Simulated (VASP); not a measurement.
# CaSe (I-4m2) in VASP: notebook

Runs on CaSe. Level: PBE. Tasks: single point.

Everything below comes from runs of VASP 6.6.1. Logs are shortened: lines on timing, memory, paths and dates and some standing lists are left out, and cuts for length are marked.

### Step 1. The cell of the first run

It takes space group I-4m2 (No. 119, tetragonal). The conventional cell has a = 4.667 Å, b = 4.667 Å, c = 6.864 Å, α = 90.00°, β = 90.00°, γ = 90.00°. Ca (site symmetry -4m2) has 4 Se at 2.90 Å within 3.8 Å. Se (site symmetry -4m2) has 4 Ca at 2.90 Å within 3.8 Å.

### Step 2. Single point, PBE (strain +0.000 along x and y, +0.040 along z)

INCAR

```
ALGO = Normal
EDIFF = 1E-7
ENCUT = 520
GGA = PE
ISIF = 2
ISMEAR = 0
LASPH = T
LCHARG = F
LREAL = F
LWAVE = F
NBANDS = 15
NELM = 80
PREC = Accurate
SIGMA = 0.05
```

KPOINTS

```
k-points
0
Gamma
  6 6 6
```

POSCAR

```
CaSe
1.0
    0.0000000000      3.3000000000      3.4320000000
    3.3000000000      0.0000000000      3.4320000000
    3.3000000000      3.3000000000      0.0000000000
Ca Se
1 1
Direct
    0.0000000000      0.0000000000      0.0000000000
    0.7500000000      0.7500000000      0.7500000000
```

Potentials or basis: VASP PAW PBE potentials, release 64 (Ca_sv, Se).

Started as:

```bash
cat potpaw_PBE.64/Ca_sv/POTCAR potpaw_PBE.64/Se/POTCAR > POTCAR
mpirun -np 1 vasp_std > vasp.out
```

OUTCAR:

```text
EDIFF = 1E-7
   ENCUT = 520
   GGA = PE
   ISIF = 2
   ISMEAR = 0
   LASPH = T
   LREAL = F
   NELM = 80
   PREC = Accurate

 ion  position               nearest neighbor table
   1  0.000  0.000  0.000-   2 2.90   2 2.90   2 2.90   2 2.90
   2  0.750  0.750  0.750-   1 2.90   1 2.90   1 2.90   1 2.90

  LATTYP: Found a body centered tetragonal cell.
 ALAT       =     4.6669047558
 C/A-ratio  =     1.4707821049

  Lattice vectors:

 A1 = (  -3.3000000000,   0.0000000000,   3.4320000000)
 A2 = (   3.3000000000,   0.0000000000,   3.4320000000)
 A3 = (   0.0000000000,   3.3000000000,  -3.4320000000)

Analysis of symmetry for initial positions (statically):
=====================================================================
 Subroutine PRICEL returns:
 Original cell was already a primitive cell.

 Routine SETGRP: Setting up the symmetry group for a
 body centered tetragonal supercell.

 Subroutine GETGRP returns: Found  8 space group operations
 (whereof  8 operations were pure point group operations)
 out of a pool of 16 trial point group operations.

The static configuration has the point symmetry D_2d.

Analysis of symmetry for dynamics (positions and initial velocities):
=====================================================================
 Subroutine PRICEL returns:
 Original cell was already a primitive cell.

 Routine SETGRP: Setting up the symmetry group for a
 body centered tetragonal supercell.

 Subroutine GETGRP returns: Found  8 space group operations
 (whereof  8 operations were pure point group operations)
 out of a pool of 16 trial point group operations.

The dynamic configuration has the point symmetry D_2d.

 Subroutine INISYM returns: Found  8 space group operations
 (whereof  8 operations are pure point group operations),
 and found     1 'primitive' translations

----------------------------------------------------------------------------------------

                                     Primitive cell

  volume of cell :      74.7490

  direct lattice vectors                    reciprocal lattice vectors
     0.000000000  3.300000000  3.432000000    -0.151515152  0.151515152  0.145687646
     3.300000000  0.000000000  3.432000000     0.151515152 -0.151515152  0.145687646
     3.300000000  3.300000000  0.000000000     0.151515152  0.151515152 -0.145687646

  length of vectors
     4.761157842  4.761157842  4.666904756     0.259111120  0.259111120  0.259111120

  position of ions in fractional coordinates (direct lattice)
     0.000000000  0.000000000  0.000000000
[... 90 lines left out ...]
   NUPDOWN=      -1.0000    fix difference up-down
   EMIN   =  10.00;   EMAX   =-10.00  energy-range for DOS
   EFERMI =   0.00;   METHOD = LEGACY
   ISMEAR =     0;   SIGMA  =   0.05  broadening in eV -4-tet -1-fermi 0-gaus
   EFERMI_NEDOS =   21; number of points for ismear=-14 and -15
   IALGO  =     38    algorithm
   IMIX   =      4    mixing-type and parameters
     AMIX     =   0.40;   BMIX     =  1.00
     AMIX_MAG =   1.60;   BMIX_MAG =  1.00
  volume/ion in A,a.u.               =      37.37       252.22
  Fermi-wavevector in a.u.,A,eV,Ry     =   0.979294  1.850597 13.048216  0.959017
  Thomas-Fermi vector in A             =   2.110136
   LORBIT       =      0    0 simple, 1 ext, 2 COOP (PROOUT), +10 PAW based schemes
   GGA     = PE    functional components
   LHFCALC =     F    Hartree Fock is set to
   AEXX    =    0.0000 exact exchange contribution
   IVDW    =     0    specifies the selected vdW correction
   LEPSILON=     F    determine dielectric tensor
   LRPA    =     F    only Hartree local field effects (RPA)
 non-spin polarized calculation
 Gauss-broadening in eV      SIGMA  =   0.05
  energy-cutoff  :      520.00
  volume of cell :       74.75
 maximum number of plane-waves:      2052
   NGX = 17   NGY = 17   NGZ = 17

 number of electron      15.9999998 magnetization

 Free energy of the ion-electron system (eV)
  ---------------------------------------------------
  ext. energy  EPLUGINS =         0.00000000
  ---------------------------------------------------
  free energy    TOTEN  =        -8.95620208 eV

  energy without entropy =       -8.95620208  energy(sigma->0) =       -8.95620208

 E-fermi :  -0.1619     XC(G=0):  -7.4082

 val. band max:       -0.4644207828   @ k =  -0.3333   0.1667   0.0000
 cond. band min:       2.5051496059   @ k =   0.0000   0.0000   0.0000
 fundamental gap:      2.9695703886
 Fermi energy:        -0.1619244945

 k-point     1 :       0.0000    0.0000    0.0000
  band No.  band energies     occupation
      1     -39.8300      2.00000
      2     -20.8370      2.00000
      3     -20.8370      2.00000
      4     -20.8246      2.00000
      5     -10.7836      2.00000
      6      -0.6276      2.00000
      7      -0.5730      2.00000
      8      -0.5730      2.00000
      9       2.5051      0.00000
     10       4.6262      0.00000
     11       4.8019      0.00000
     12       6.4448      0.00000
     13       6.6057      0.00000
     14       6.6057      0.00000
[... 401 lines left out ...]
      2     -20.8683      2.00000
      3     -20.8485      2.00000
      4     -20.8340      2.00000
      5     -10.5098      2.00000
      6      -1.5322      2.00000
      7      -0.7727      2.00000
      8      -0.5899      2.00000
      9       3.2577      0.00000
     10       4.4283      0.00000
     11       5.1136      0.00000
     12       5.6059      0.00000
     13       5.7308      0.00000
     14       6.8078      0.00000
     15       8.1224      0.00000

 [... further k-points ...]

------------------------ aborting loop because EDIFF is reached ----------------------------------------

  FORCE on cell =-STRESS in cart. coord.  units (eV):
  Direction    XX          YY          ZZ          XY          YZ          ZX
  --------------------------------------------------------------------------------------
  -------------------------------------------------------------------------------------
  Total       -0.5382393     -0.5382393     -0.7008560      0.0000000     -0.0000000      0.0000000
  in kB      -11.5366797    -11.5366797    -15.0222244      0.0000000     -0.0000000      0.0000000
  external PRESSURE =     -12.6985279 kB  Pullay stress =       0.0000000 kB

 VOLUME and BASIS-vectors are now :
 -----------------------------------------------------------------------------
  energy-cutoff  :      520.00
  volume of cell :       74.75
      direct lattice vectors                 reciprocal lattice vectors
     0.000000000  3.300000000  3.432000000    -0.151515152  0.151515152  0.145687646
     3.300000000  0.000000000  3.432000000     0.151515152 -0.151515152  0.145687646
     3.300000000  3.300000000  0.000000000     0.151515152  0.151515152 -0.145687646

 POSITION                                       TOTAL-FORCE (eV/Angst)
 -----------------------------------------------------------------------------------
      0.00000      0.00000      0.00000        -0.000000     -0.000000     -0.000000
      4.95000      4.95000      5.14800         0.000000      0.000000      0.000000
 -----------------------------------------------------------------------------------
    total drift:                               -0.000000     -0.000000     -0.000000

  FREE ENERGIE OF THE ION-ELECTRON SYSTEM (eV)
  ---------------------------------------------------
  free  energy   TOTEN  =        -8.9562020832 eV

  energy  without entropy=       -8.9562020832  energy(sigma->0) =       -8.95620208
```

OSZICAR:

```text
N       E                     dE             d eps       ncg     rms          rms(c)
DAV:   1     0.106747687287E+03    0.10675E+03   -0.71128E+03   900   0.934E+02
DAV:   2    -0.367642978918E+01   -0.11042E+03   -0.10494E+03  1124   0.225E+02
DAV:   3    -0.905001356208E+01   -0.53736E+01   -0.53289E+01  1267   0.480E+01
DAV:   4    -0.938852120264E+01   -0.33851E+00   -0.33828E+00  1323   0.991E+00
DAV:   5    -0.939114137229E+01   -0.26202E-02   -0.26199E-02  1266   0.105E+00    0.442E+00
DAV:   6    -0.897878403113E+01    0.41236E+00   -0.56551E-01  1068   0.320E+00    0.251E+00
DAV:   7    -0.894099242016E+01    0.37792E-01   -0.22338E-01  1229   0.239E+00    0.104E+00
DAV:   8    -0.895485072270E+01   -0.13858E-01   -0.31745E-02   998   0.131E+00    0.223E-01
DAV:   9    -0.895492087254E+01   -0.70150E-04   -0.26819E-03  1229   0.406E-01    0.118E-01
DAV:  10    -0.895602997393E+01   -0.11091E-02   -0.98932E-04   977   0.171E-01    0.257E-02
DAV:  11    -0.895619324215E+01   -0.16327E-03   -0.26877E-04  1159   0.916E-02    0.115E-02
DAV:  12    -0.895619781291E+01   -0.45708E-05   -0.13267E-05  1090   0.188E-02    0.384E-03
DAV:  13    -0.895620215638E+01   -0.43435E-05   -0.70943E-06  1159   0.124E-02    0.340E-03
DAV:  14    -0.895620208324E+01    0.73143E-07   -0.17623E-07  1112   0.228E-03
   1 F= -.89562021E+01 E0= -.89562021E+01  d E =-.185481E-18
```

Run time: 67 s. Hardware: 1 thread of Intel Xeon 8259CL, shared host; peak memory 0.22 GiB.

Results:

| Quantity | Value |
| --- | --- |
| Free energy | -8.9562 eV |
| Pressure | -1.3 GPa |
| Band gap on the k mesh | 2.97 eV (least direct gap 3.08 eV) |

Stress tensor (GPa, compression positive):
```
-1.15  0.00  0.00
 0.00 -1.15  0.00
 0.00  0.00 -1.50
```

Caveat: the cell differs from its parent crystal (strain +0.000 along x and y, +0.040 along z).

### Step 3. Single point, PBE (strain +0.040 along x and y, +0.080 along z)

INCAR

```
PREC = Accurate
ENCUT = 520
EDIFF = 1E-6
ISMEAR = 0
SIGMA = 0.05
LREAL = F
LASPH = T
NELM = 80
ALGO = Normal
ISIF = 2
LWAVE = F
LCHARG = F
GGA = PE
NBANDS = 15
```

KPOINTS

```
Automatic mesh
0
Gamma
  6 6 6
```

POSCAR

```
CaSe
1.0
    0.0000000000      3.4320000000      3.5640000000
    3.4320000000      0.0000000000      3.5640000000
    3.4320000000      3.4320000000      0.0000000000
Ca Se
1 1
Direct
    0.0000000000      0.0000000000      0.0000000000
    0.7500000000      0.7500000000      0.7500000000
```

Potentials or basis: VASP PAW PBE potentials, release 64 (Ca_sv, Se).

Started as:

```bash
cat potpaw_PBE.64/Ca_sv/POTCAR potpaw_PBE.64/Se/POTCAR > POTCAR
mpirun -np 1 vasp_std > vasp.out
```

Wall time 74 s (1 thread of Intel Xeon 8259CL, shared host); peak memory 0.24 GiB.

Results (log left out):

```yaml
Free_energy: -8.8054 eV
Pressure: -3.8 GPa
Band_gap_on_the_k_mesh: 2.64 eV (least direct gap 2.71 eV)
```

Stress tensor (GPa, compression positive):
```
-3.60  0.00  0.00
 0.00 -3.60  0.00
 0.00  0.00 -4.08
```

Levels at points of the mesh, in eV from the valence-band top:
```tsv
k point	band 4	band 5	band 6	band 7	band 8	band 9	band 10	band 11	band 12	band 13
(0.00, 0.00, 0.00)	-20.84	-10.21	-0.13	-0.07	-0.07	2.64	4.80	4.94	6.30	6.43
(0.50, 0.00, 0.00)	-20.84	-10.06	-1.08	-0.10	-0.01	4.59	4.92	4.97	5.08	5.64
(0.50, 0.50, 0.00)	-20.86	-10.01	-1.13	-0.06	-0.06	3.40	4.52	5.41	5.41	5.42
(0.50, 0.00, 0.50)	-20.84	-10.00	-1.05	-0.16	-0.13	3.45	4.50	5.42	5.43	5.45
```

Caveat: the cell differs from its parent crystal (strain +0.040 along x and y, +0.080 along z); the cell stands under tension.
